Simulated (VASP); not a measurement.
# In9As10 in VASP: single point with PBEsol

Aim: the single point of In9As10 with PBEsol.

Program: VASP 6.6.1. These are calculated values, not measurements. Logs are shortened: lines on timing, memory, paths and dates and some standing lists are left out, and cuts for length are marked.

## (1) The cell of the first run

The cell holds a slab with vacuum, 19 atoms: a = 6.087 Å, b = 7.456 Å, c = 27.251 Å, α = 90.00°, β = 90.00°, γ = 114.09°.

## (2) Single point, PBEsol

INCAR reads:

```
SYSTEM = In9As10
ALGO = Fast
DIPOL = 0.5 0.5 0.500
EDIFF = 1E-6
ENCUT = 520
GGA = PS
IDIPOL = 3
ISIF = 2
ISMEAR = 0
KPAR = 4
LASPH = .True.
LCHARG = .False.
LDIPOL = .True.
LREAL = Auto
LWAVE = .False.
NBANDS = 98
NELM = 60
PREC = Accurate
SIGMA = 0.1
```

KPOINTS reads:

```
k-points
0
Gamma
  6 5 1
  0 0 0
```

POSCAR reads:

```
In9As10
1.0
    6.0874659231      0.0000000000      0.0000000000
   -3.0437329616      6.8059938074      0.0000000000
    0.0000000000      0.0000000000     27.2507888533
As In
10 9
Direct
    0.0443067296      0.8398194584      0.2822706620
    0.8437081853      0.0539989180      0.3182878661
    0.4768407575      0.4962005493      0.3736579442
    0.2087347325      0.8911965795      0.4278571723
    0.9037645670      0.3027047709      0.4727823477
    0.6008657705      0.6973833207      0.5272215212
    0.3181468237      0.1089512526      0.5721949803
   -0.0200830274      0.5036788733      0.6262101492
    0.7902432662      0.9466274007      0.6816377789
    0.2036818475      0.1597710990      0.7178260492
    0.8194695841      0.4672907636      0.3155152194
    0.3887009789      0.8162587464      0.3456074176
    0.0933447218      0.1779381085      0.4001274036
    0.7866920151      0.5995401739      0.4489318492
    0.5151407322      0.0000385043      0.4999778406
    0.1872975602      0.4002268795      0.5510774952
    0.9156193977      0.8222322112      0.5998288606
    0.5724676333      0.1841149894      0.6544508763
    0.3510577244      0.5320274008      0.6845365664
```

Potentials or basis: VASP PAW PBE potentials, release 64 (As, In_d).

Launch:

```console
$ cat potpaw_PBE.64/As/POTCAR potpaw_PBE.64/In_d/POTCAR > POTCAR
$ mpirun -np 4 vasp_std > vasp.out
```

OUTCAR:

```text
SYSTEM = In9As10
   EDIFF = 1E-6
   ENCUT = 520
   GGA = PS
   ISIF = 2
   ISMEAR = 0
   LASPH = .True.
   LREAL = Auto
   NELM = 60
   PREC = Accurate

 ion  position               nearest neighbor table
   1  0.044  0.840  0.282-   2 2.57  11 2.70  12 2.78
   2  0.844  0.054  0.318-   1 2.57  13 2.64  12 2.71  11 3.15
   3  0.477  0.496  0.374-  13 2.66  14 2.68  11 2.70  12 2.76
   4  0.209  0.891  0.428-  15 2.60  13 2.62  12 2.65  14 2.66
   5  0.904  0.303  0.473-  15 2.62  13 2.64  16 2.65  14 2.67
   6  0.601  0.697  0.527-  15 2.62  17 2.65  14 2.65  16 2.67
   7  0.318  0.109  0.572-  15 2.60  17 2.62  18 2.65  16 2.66
   8  0.980  0.504  0.626-  17 2.66  16 2.68  19 2.70  18 2.76
   9  0.790  0.947  0.682-  10 2.56  17 2.64  18 2.71  19 3.16
  10  0.204  0.160  0.718-   9 2.56  19 2.70  18 2.78
  11  0.819  0.467  0.316-   3 2.70   1 2.70   2 3.15  12 3.48  14 3.79  13 3.96
  12  0.389  0.816  0.346-   4 2.65   2 2.71   3 2.76   1 2.78  11 3.48
  13  0.093  0.178  0.400-   4 2.62   2 2.64   5 2.64   3 2.66  11 3.96
  14  0.787  0.600  0.449-   6 2.65   4 2.66   5 2.67   3 2.68  11 3.79
  15  0.515  0.000  0.500-   4 2.60   7 2.60   6 2.62   5 2.62
  16  0.187  0.400  0.551-   5 2.65   7 2.66   6 2.67   8 2.68  19 3.79
  17  0.916  0.822  0.600-   7 2.62   9 2.64   6 2.65   8 2.66  19 3.97
  18  0.572  0.184  0.654-   7 2.65   9 2.71   8 2.76  10 2.78  19 3.47
  19  0.351  0.532  0.685-   8 2.70  10 2.70   9 3.16  18 3.47  16 3.79  17 3.97

  LATTYP: Found a base centered orthorhombic cell.
 ALAT       =     6.0874659231
 B/A-ratio  =     2.2360679775
 C/A-ratio  =     4.4765406817

  Lattice vectors:

 A1 = (   3.0437329616,  -6.8059938074,   0.0000000000)
 A2 = (   3.0437329615,   6.8059938074,   0.0000000000)
 A3 = (   0.0000000000,   0.0000000000,  27.2507888533)

Analysis of symmetry for initial positions (statically):
=====================================================================
 Subroutine PRICEL returns:
 Original cell was already a primitive cell.

 Routine SETGRP: Setting up the symmetry group for a
 base centered orthorhombic supercell.

 Subroutine GETGRP returns: Found  1 space group operations
 (whereof  1 operations were pure point group operations)
 out of a pool of  8 trial point group operations.

The static configuration has the point symmetry C_1 .

Analysis of symmetry for dynamics (positions and initial velocities):
=====================================================================
 Subroutine PRICEL returns:
 Original cell was already a primitive cell.

 Routine SETGRP: Setting up the symmetry group for a
 base centered orthorhombic supercell.

 Subroutine GETGRP returns: Found  1 space group operations
 (whereof  1 operations were pure point group operations)
 out of a pool of  8 trial point group operations.

The dynamic configuration has the point symmetry C_1 .

 Subroutine INISYM returns: Found  1 space group operations
 (whereof  1 operations are pure point group operations),
 and found     1 'primitive' translations

----------------------------------------------------------------------------------------

                                     Primitive cell

  volume of cell :    1129.0344

  direct lattice vectors                    reciprocal lattice vectors
     6.087465923  0.000000000  0.000000000     0.164271967  0.073464657  0.000000000
    -3.043732962  6.805993807  0.000000000     0.000000000  0.146929314  0.000000000
     0.000000000  0.000000000 27.250788853     0.000000000  0.000000000  0.036696185

  length of vectors
     6.087465923  7.455592669 27.250788853     0.179950924  0.146929314  0.036696185

  position of ions in fractional coordinates (direct lattice)
     0.044306730  0.839819458  0.282270662
     0.843708185  0.053998918  0.318287866
     0.476840757  0.496200549  0.373657944
     0.208734732  0.891196579  0.427857172
     0.903764567  0.302704771  0.472782348
     0.600865771  0.697383321  0.527221521
[... 11 lines left out ...]
     0.572467633  0.184114989  0.654450876
     0.351057724  0.532027401  0.684536566

  ion indices of the primitive-cell ions
   primitive index   ion index
                 1           1
                 2           2
[... 52 lines left out ...]
|        whereas your k-lattice is simple monoclinic.                         |
|                                                                             |
|     Results are often still useful ...                                      |
|                                                                             |
 -----------------------------------------------------------------------------

 WARNING: IBZKPT: internal override: KBLOWUP is changed to .FALSE.
      ... skipping the blow-up phase ...

 Subroutine IBZKPT returns following result:
 ===========================================

 Found     16 irreducible k-points:

 Following reciprocal coordinates:
            Coordinates               Weight
  0.000000  0.000000  0.000000      1.000000
  0.166667 -0.000000  0.000000      2.000000
  0.333333  0.000000  0.000000      2.000000
  0.500000  0.000000  0.000000      1.000000
  0.000000  0.200000  0.000000      2.000000
  0.166667  0.200000  0.000000      2.000000
[... 8 lines left out ...]
 -0.333333  0.400000  0.000000      2.000000
 -0.166667  0.400000  0.000000      2.000000
   k-points           NKPTS =     16   k-points in BZ     NKDIM =     16   number of bands    NBANDS=     98
   number of dos      NEDOS =    301   number of ions     NIONS =     19
   total plane-waves  NPLWV = 564480
   dimension x,y,z NGX =    48 NGY =   56 NGZ =  210
   dimension x,y,z NGXF=    96 NGYF=  112 NGZF=  420
   ions per type =              10   9
   NGX,Y,Z   is equivalent  to a cutoff of  13.11, 12.49, 12.81 a.u.
   NGXF,Y,Z  is equivalent  to a cutoff of  26.22, 24.97, 25.62 a.u.
 SYSTEM =  In9As10
   PREC   = accura    normal or accurate (medium, high low for compatibility)
   ISTART =      0    job   : 0-new  1-cont  2-samecut
   ICHARG =      2    charge: 1-file 2-atom 10-const
   ISPIN  =      1    spin polarized calculation?
   LNONCOLLINEAR =      F non collinear calculations
   LSORBIT =      F    spin-orbit coupling
   LASPH  =      T    aspherical Exc in radial PAW
   ENCUT  =  520.0 eV  38.22 Ry    6.18 a.u.  11.32 13.86 50.67*2*pi/ulx,y,z
   NELM   =     60;   NELMIN=  2; NELMDL= -5     # of ELM steps
   EDIFF  = 0.1E-05   stopping-criterion for ELM
   LREAL  =      T    real-space projection
   EDIFFG = 0.1E-04   stopping-criterion for IOM
   NSW    =      0    number of steps for IOM
   IBRION =     -1    ionic relax: 0-MD 1-quasi-New 2-CG
   NFREE  =      0    steps in history (QN), initial steepest desc. (CG)
   ISIF   =      2    stress and relaxation
   ISYM   =      2    0-nonsym 1-usesym 2-fastsym
   POTIM  = 0.5000    time-step for ionic-motion
   TEBEG  =    0.0;   TEEND  =   0.0 temperature during run
   PSTRESS=    0.0 pullay stress
   NELECT =     167.0000    total number of electrons
   NUPDOWN=      -1.0000    fix difference up-down
   EMIN   =  10.00;   EMAX   =-10.00  energy-range for DOS
   EFERMI =   0.00;   METHOD = LEGACY
   ISMEAR =     0;   SIGMA  =   0.10  broadening in eV -4-tet -1-fermi 0-gaus
   EFERMI_NEDOS =   21; number of points for ismear=-14 and -15
   IALGO  =     68    algorithm
   IMIX   =      4    mixing-type and parameters
     AMIX     =   0.40;   BMIX     =  1.00
     AMIX_MAG =   1.60;   BMIX_MAG =  1.00
  volume/ion in A,a.u.               =      59.42       401.01
  Fermi-wavevector in a.u.,A,eV,Ry     =   0.865787  1.636101 10.198762  0.749588
  Thomas-Fermi vector in A             =   1.984082
   LORBIT       =      0    0 simple, 1 ext, 2 COOP (PROOUT), +10 PAW based schemes
   GGA     = PS    functional components
   LHFCALC =     F    Hartree Fock is set to
   AEXX    =    0.0000 exact exchange contribution
   IVDW    =     0    specifies the selected vdW correction
   LEPSILON=     F    determine dielectric tensor
   LRPA    =     F    only Hartree local field effects (RPA)
 non-spin polarized calculation
 RMM-DIIS sequential band-by-band and
 Gauss-broadening in eV      SIGMA  =   0.10
  energy-cutoff  :      520.00
  volume of cell :     1129.03
 maximum number of plane-waves:     30453
 NGX is ok and might be reduce to    48
   NGX = 23   NGY = 27   NGZ =101

 dipolmoment           0.000000      0.000000     -0.000010 electrons x Angstroem

 number of electron     167.0000001 magnetization

 dipolmoment           0.000000      0.000000      0.000381 electrons x Angstroem

 Free energy of the ion-electron system (eV)
  ---------------------------------------------------
  ext. energy  EPLUGINS =         0.00000000
  ---------------------------------------------------
  free energy    TOTEN  =       -77.13732801 eV

  energy without entropy =      -77.11128631  energy(sigma->0) =      -77.12430716

 E-fermi :  -0.6161     XC(G=0):  -4.8613

 val. band max:       -0.6386890825   @ k =   0.5000   0.0000   0.0000
 cond. band min:      -0.5663831314   @ k =   0.5000   0.4000   0.0000
 fundamental gap:      0.0723059511
 Fermi energy:        -0.6160618591

 k-point     1 :       0.0000    0.0000    0.0000
  band No.  band energies     occupation
      1     -15.0346      2.00000
      2     -15.0303      2.00000
      3     -15.0235      2.00000
      4     -15.0043      2.00000
      5     -14.9992      2.00000
      6     -14.9959      2.00000
[... 1557 lines left out ...]
     94       2.0866      0.00000
     95       2.2104      0.00000
 [bands above 95 left out]

------------------------ aborting loop because EDIFF is reached ----------------------------------------

 vacuum level on the upper side and lower side of the slab       (xc-potential included)        -0.093        -0.095

  FORCE on cell =-STRESS in cart. coord.  units (eV):
  Direction    XX          YY          ZZ          XY          YZ          ZX
  --------------------------------------------------------------------------------------
  -------------------------------------------------------------------------------------
  Total      -10.9202066    -10.0850842      0.1847381      0.0100238     -0.1090350     -0.0045834
  in kB      -15.4965231    -14.3114270      0.2621560      0.0142244     -0.1547282     -0.0065041
  external PRESSURE =      -9.8485980 kB  Pullay stress =       0.0000000 kB

 VOLUME and BASIS-vectors are now :
 -----------------------------------------------------------------------------
  energy-cutoff  :      520.00
  volume of cell :     1129.03
      direct lattice vectors                 reciprocal lattice vectors
     6.087465923  0.000000000  0.000000000     0.164271967  0.073464657  0.000000000
    -3.043732962  6.805993807  0.000000000     0.000000000  0.146929314  0.000000000
     0.000000000  0.000000000 27.250788853     0.000000000  0.000000000  0.036696185

 POSITION                                       TOTAL-FORCE (eV/Angst)
 -----------------------------------------------------------------------------------
     -2.28647      5.71581      7.69210         0.015415     -0.000461     -0.019140
      4.97169      0.36752      8.67360        -0.014442      0.010256     -0.000255
      1.39245      3.37714     10.18247         0.006812     -0.007077     -0.004813
     -1.44190      6.06548     11.65945         0.001234     -0.003105      0.002005
      4.58028      2.06021     12.88369         0.005490      0.000081     -0.004517
      1.53510      4.74639     14.36720         0.003418     -0.004422     -0.000349
[... 11 lines left out ...]
      2.92448      1.25309     17.83430        -0.003997     -0.011890      0.005560
      0.51770      3.62098     18.65416        -0.003536      0.003530     -0.009354
 -----------------------------------------------------------------------------------
    total drift:                               -0.018954      0.020847      0.004884

  FREE ENERGIE OF THE ION-ELECTRON SYSTEM (eV)
  ---------------------------------------------------
  free  energy   TOTEN  =       -77.1373280053 eV

  energy  without entropy=      -77.1112863105  energy(sigma->0) =      -77.12430716

 vacuum level on the upper side and lower side of the slab         4.172         4.170
```

It took 25 min on 4 MPI ranks of Oxide Virtual Turin-like, shared host; peak memory 1.8 GiB.

What came out:

| Quantity | Value |
| --- | --- |
| Free energy | -77.1373 eV |
| Largest force | 0.025 eV/Å |
| Band gap on the k mesh | zero (an odd number of electrons rules out a gap without spin polarisation) |

Forces in eV/Å, atoms in the order of the input:
```
As   0.015  0.000 -0.019
As  -0.014  0.010  0.000
As   0.007 -0.007 -0.005
As   0.001 -0.003  0.002
As   0.005  0.000 -0.005
As   0.003 -0.004  0.000
As  -0.001  0.001 -0.004
As   0.000  0.008  0.005
As  -0.019 -0.016 -0.006
As   0.015 -0.001  0.020
In   0.002  0.005  0.021
In   0.010  0.012 -0.008
In  -0.009 -0.008 -0.007
In  -0.003 -0.003  0.009
In   0.000  0.010  0.001
In  -0.008  0.004  0.003
In   0.002  0.001 -0.005
In  -0.004 -0.012  0.006
In  -0.004  0.004 -0.009
```

Caveat: the PAW data sets were made with another functional, which shifts forces and pressure a little; spin-orbit coupling is left out, which moves the levels of the heavy elements; an odd number of electrons without spin polarisation forces a metal; a magnetic or distorted state may lie lower.

The gap in the log of VASP goes by the Fermi energy; the results here count the filled bands.